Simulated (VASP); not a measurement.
# Y3Mg2I2 (P6/mmm) in VASP: single point with PBE

Aim: the single point of Y3Mg2I2 with PBE.

All numbers are computed with VASP 6.6.1; they aren't measurements. Logs are shortened: lines on timing, memory, paths and dates and some standing lists are left out, and cuts for length are marked.

## Step 1: The cell of the first run

The structure is hexagonal, space group P6/mmm (No. 191). The conventional cell has a = 5.575 Å, b = 5.575 Å, c = 10.190 Å, α = 90.00°, β = 90.00°, γ = 120.00°. Within 4.1 Å of Y (site symmetry 6mm) lie 2 Y at 3.08 to 3.55 Å and 6 Mg at 3.57 Å. Y (site symmetry 6/mmm) has 6 I at 3.22 Å and 2 Y at 3.55 Å within 4.2 Å. Within 4.2 Å of Mg (site symmetry -6m2) lie 3 Mg at 3.22 Å and 6 Y at 3.57 Å. Within 4.2 Å of I (site symmetry -6m2) lie 3 I at 3.22 Å and 3 Y at 3.22 Å.

The cell was generated, and may not be a known phase.

## Step 2: Single point, PBE

The input, INCAR:

```
SYSTEM = Y3Mg2I2
PREC = Accurate
ENCUT = 520
EDIFF = 1E-6
ISMEAR = 0
SIGMA = 0.1
LREAL = .FALSE.
LASPH = .TRUE.
NELM = 60
ALGO = Normal
ISIF = 2
LWAVE = .FALSE.
LCHARG = .FALSE.
GGA = PE
NBANDS = 34
```

The input, KPOINTS:

```
Automatic mesh
0
G
  12 12 4
  0 0 0
```

The input, POSCAR:

```
Y3Mg2I2
1.0
    5.5748554330      0.0000000000      0.0000000000
   -2.7874277165      4.8279664274      0.0000000000
    0.0000000000      0.0000000000     10.1901192866
Y Mg I
3 2 2
Direct
    0.0000000000      0.0000000000      0.3487479692
    0.0000000000      0.0000000000      0.6512520308
    0.0000000000      0.0000000000      0.0000000000
    0.3333333333      0.6666666667      0.5000000000
    0.6666666667      0.3333333333      0.5000000000
    0.3333333333      0.6666666667      0.0000000000
    0.6666666667      0.3333333333      0.0000000000
```

Potentials or basis: VASP PAW PBE potentials, release 64 (Y_sv, Mg, I).

On the command line:

```sh
cat potpaw_PBE.64/Y_sv/POTCAR potpaw_PBE.64/Mg/POTCAR potpaw_PBE.64/I/POTCAR > POTCAR
mpirun -np 1 vasp_std > vasp.out
```

OUTCAR:

```text
SYSTEM = Y3Mg2I2
   PREC = Accurate
   ENCUT = 520
   EDIFF = 1E-6
   ISMEAR = 0
   LREAL = .FALSE.
   LASPH = .TRUE.
   NELM = 60
   ISIF = 2
   GGA = PE

 ion  position               nearest neighbor table
   1  0.000  0.000  0.349-   2 3.08   3 3.55   4 3.57   5 3.57   4 3.57   5 3.57   5 3.57   4 3.57

   2  0.000  0.000  0.651-   1 3.08   3 3.55   4 3.57   5 3.57   4 3.57   5 3.57   5 3.57   4 3.57

   3  0.000  0.000  0.000-   6 3.22   7 3.22   6 3.22   7 3.22   7 3.22   6 3.22   1 3.55   2 3.55

   4  0.333  0.667  0.500-   5 3.22   5 3.22   5 3.22   1 3.57   2 3.57   2 3.57   1 3.57   2 3.57
                             1 3.57
   5  0.667  0.333  0.500-   4 3.22   4 3.22   4 3.22   1 3.57   2 3.57   1 3.57   2 3.57   1 3.57
                             2 3.57
   6  0.333  0.667  0.000-   7 3.22   3 3.22   7 3.22   3 3.22   3 3.22   7 3.22
   7  0.667  0.333  0.000-   6 3.22   3 3.22   6 3.22   3 3.22   3 3.22   6 3.22

  LATTYP: Found a hexagonal cell.
 ALAT       =     5.5748554330
 C/A-ratio  =     1.8278714864

  Lattice vectors:

 A1 = (   5.5748554330,   0.0000000000,   0.0000000000)
 A2 = (  -2.7874277165,   4.8279664274,   0.0000000000)
 A3 = (   0.0000000000,   0.0000000000,  10.1901192866)

Analysis of symmetry for initial positions (statically):
=====================================================================
 Subroutine PRICEL returns:
 Original cell was already a primitive cell.

 Routine SETGRP: Setting up the symmetry group for a
 hexagonal supercell.

 Subroutine GETGRP returns: Found 24 space group operations
 (whereof 24 operations were pure point group operations)
 out of a pool of 24 trial point group operations.

The static configuration has the point symmetry D_6h.

Analysis of symmetry for dynamics (positions and initial velocities):
=====================================================================
 Subroutine PRICEL returns:
 Original cell was already a primitive cell.

 Routine SETGRP: Setting up the symmetry group for a
 hexagonal supercell.

 Subroutine GETGRP returns: Found 24 space group operations
 (whereof 24 operations were pure point group operations)
 out of a pool of 24 trial point group operations.

The dynamic configuration has the point symmetry D_6h.

 Subroutine INISYM returns: Found 24 space group operations
 (whereof 24 operations are pure point group operations),
 and found     1 'primitive' translations

----------------------------------------------------------------------------------------

[... 103 lines left out ...]
   LREAL  =      F    real-space projection
   EDIFFG = 0.1E-04   stopping-criterion for IOM
   NSW    =      0    number of steps for IOM
   IBRION =     -1    ionic relax: 0-MD 1-quasi-New 2-CG
   NFREE  =      0    steps in history (QN), initial steepest desc. (CG)
   ISIF   =      2    stress and relaxation
   ISYM   =      2    0-nonsym 1-usesym 2-fastsym
   POTIM  = 0.5000    time-step for ionic-motion
   TEBEG  =    0.0;   TEEND  =   0.0 temperature during run
   PSTRESS=    0.0 pullay stress
   NELECT =      51.0000    total number of electrons
   NUPDOWN=      -1.0000    fix difference up-down
   EMIN   =  10.00;   EMAX   =-10.00  energy-range for DOS
   EFERMI =   0.00;   METHOD = LEGACY
   ISMEAR =     0;   SIGMA  =   0.10  broadening in eV -4-tet -1-fermi 0-gaus
   EFERMI_NEDOS =   21; number of points for ismear=-14 and -15
   IALGO  =     38    algorithm
   IMIX   =      4    mixing-type and parameters
     AMIX     =   0.40;   BMIX     =  1.00
     AMIX_MAG =   1.60;   BMIX_MAG =  1.00
  volume/ion in A,a.u.               =      39.18       264.41
  Fermi-wavevector in a.u.,A,eV,Ry     =   0.934414  1.765786 11.879640  0.873129
  Thomas-Fermi vector in A             =   2.061216
   LORBIT       =      0    0 simple, 1 ext, 2 COOP (PROOUT), +10 PAW based schemes
   GGA     = PE    functional components
   LHFCALC =     F    Hartree Fock is set to
   AEXX    =    0.0000 exact exchange contribution
   IVDW    =     0    specifies the selected vdW correction
   LEPSILON=     F    determine dielectric tensor
   LRPA    =     F    only Hartree local field effects (RPA)
 non-spin polarized calculation
 Gauss-broadening in eV      SIGMA  =   0.10
  energy-cutoff  :      520.00
  volume of cell :      274.27
 maximum number of plane-waves:      7430
 NGX is ok and might be reduce to    42
   NGX = 21   NGY = 21   NGZ = 37

 number of electron      51.0000006 magnetization

 Free energy of the ion-electron system (eV)
  ---------------------------------------------------
  ext. energy  EPLUGINS =         0.00000000
  ---------------------------------------------------
  free energy    TOTEN  =       -24.82954587 eV

  energy without entropy =      -24.78924556  energy(sigma->0) =      -24.80939572

 E-fermi :   2.8297     XC(G=0):  -7.9580

 val. band max:        2.8149856655   @ k =   0.1667   0.1667   0.2500
 cond. band min:       2.8354875670   @ k =   0.2500   0.0833   0.2500
 fundamental gap:      0.0205019015
 Fermi energy:         2.8297407863

 k-point     1 :       0.0000    0.0000    0.0000
  band No.  band energies     occupation
      1     -41.0279      2.00000
      2     -40.8425      2.00000
      3     -40.7844      2.00000
      4     -21.0602      2.00000
      5     -21.0602      2.00000
      6     -20.9385      2.00000
[... 877 lines left out ...]
     33       4.5172      0.00000
     34       4.7662      0.00000

 [... further k-points ...]
[... 5 lines left out ...]
  --------------------------------------------------------------------------------------
  -------------------------------------------------------------------------------------
  Total       -0.0475333     -0.0475333     -0.0239245     -0.0000000     -0.0000000     -0.0000000
  in kB       -0.2776717     -0.2776717     -0.1397579     -0.0000000     -0.0000000     -0.0000000
  external PRESSURE =      -0.2317004 kB  Pullay stress =       0.0000000 kB

 VOLUME and BASIS-vectors are now :
 -----------------------------------------------------------------------------
  energy-cutoff  :      520.00
  volume of cell :      274.27
      direct lattice vectors                 reciprocal lattice vectors
     5.574855433  0.000000000  0.000000000     0.179376849  0.103563272  0.000000000
    -2.787427716  4.827966427  0.000000000     0.000000000  0.207126544  0.000000000
     0.000000000  0.000000000 10.190119287     0.000000000  0.000000000  0.098134278

 POSITION                                       TOTAL-FORCE (eV/Angst)
 -----------------------------------------------------------------------------------
      0.00000      0.00000      3.55378        -0.000000     -0.000000      0.008491
      0.00000      0.00000      6.63634        -0.000000     -0.000000     -0.008491
      0.00000      0.00000      0.00000        -0.000000      0.000000      0.000000
     -0.00000      3.21864      5.09506        -0.000000     -0.000000      0.000000
      2.78743      1.60932      5.09506        -0.000000      0.000000      0.000000
     -0.00000      3.21864      0.00000        -0.000000      0.000000     -0.000000
      2.78743      1.60932      0.00000         0.000000     -0.000000      0.000000
 -----------------------------------------------------------------------------------
    total drift:                               -0.000000      0.000000      0.000000

  FREE ENERGIE OF THE ION-ELECTRON SYSTEM (eV)
  ---------------------------------------------------
  free  energy   TOTEN  =       -24.8295458672 eV

  energy  without entropy=      -24.7892455637  energy(sigma->0) =      -24.80939572
```

OSZICAR:

```text
N       E                     dE             d eps       ncg     rms          rms(c)
DAV:   1     0.273775012143E+03    0.27378E+03   -0.21708E+04  3956   0.127E+03
DAV:   2     0.308136687617E+01   -0.27069E+03   -0.26277E+03  4774   0.283E+02
DAV:   3    -0.238165094053E+02   -0.26898E+02   -0.26388E+02  6184   0.593E+01
DAV:   4    -0.261841949495E+02   -0.23677E+01   -0.23461E+01  6288   0.168E+01
DAV:   5    -0.262530923293E+02   -0.68897E-01   -0.68755E-01  5760   0.276E+00    0.282E+01
DAV:   6    -0.249690355841E+02    0.12841E+01   -0.60356E+00  4774   0.743E+00    0.194E+01
DAV:   7    -0.249264097803E+02    0.42626E-01   -0.30492E+00  5516   0.422E+00    0.819E+00
DAV:   8    -0.248395606872E+02    0.86849E-01   -0.91356E-01  5112   0.293E+00    0.169E+00
DAV:   9    -0.248307115418E+02    0.88491E-02   -0.86911E-02  5566   0.111E+00    0.735E-01
DAV:  10    -0.248297714810E+02    0.94006E-03   -0.13204E-02  5380   0.538E-01    0.265E-01
DAV:  11    -0.248295371003E+02    0.23438E-03   -0.20865E-03  5720   0.164E-01    0.100E-01
DAV:  12    -0.248295423827E+02   -0.52824E-05   -0.28754E-04  5976   0.845E-02    0.290E-02
DAV:  13    -0.248295433019E+02   -0.91922E-06   -0.37875E-05  5872   0.240E-02    0.156E-02
DAV:  14    -0.248295451010E+02   -0.17991E-05   -0.10194E-05  4928   0.148E-02    0.904E-03
DAV:  15    -0.248295458672E+02   -0.76620E-06   -0.12051E-06  3488   0.474E-03
   1 F= -.24829546E+02 E0= -.24809396E+02  d E =-.403003E-01
```

stdout:

```text
POSCAR found type information on POSCAR Y MgI
 POSCAR found :  3 types and       7 ions
 scaLAPACK will be used
 LDA part: xc-table for (Slater+PW92), standard interpolation
 POSCAR, INCAR and KPOINTS ok, starting setup
 FFT: planning ... GRIDC
 FFT: planning ... GRID_SOFT
 FFT: planning ... GRID
 WAVECAR not read
 entering main loop
```

Run time: 7.8 min. Hardware: 1 thread of Intel Xeon 6975P-C (Granite Rapids), shared host; peak memory 0.73 GiB.

What came out:

```yaml
Free_energy: -24.8295 eV
Pressure: 0.0 GPa
Largest_force: 0.008 eV/Å
Band_gap_on_the_k_mesh: zero (an odd number of electrons rules out a gap without spin polarisation)
```

Forces on the atoms (eV/Å):
```
Y    0.000  0.000  0.008
Y    0.000  0.000 -0.008
Y    0.000  0.000  0.000
Mg   0.000  0.000  0.000
Mg   0.000  0.000  0.000
I    0.000  0.000  0.000
I    0.000  0.000  0.000
```

Caveat: spin-orbit coupling is left out, which moves the levels of the heavy elements.

The gap in the log of VASP goes by the Fermi energy; the results here count the filled bands.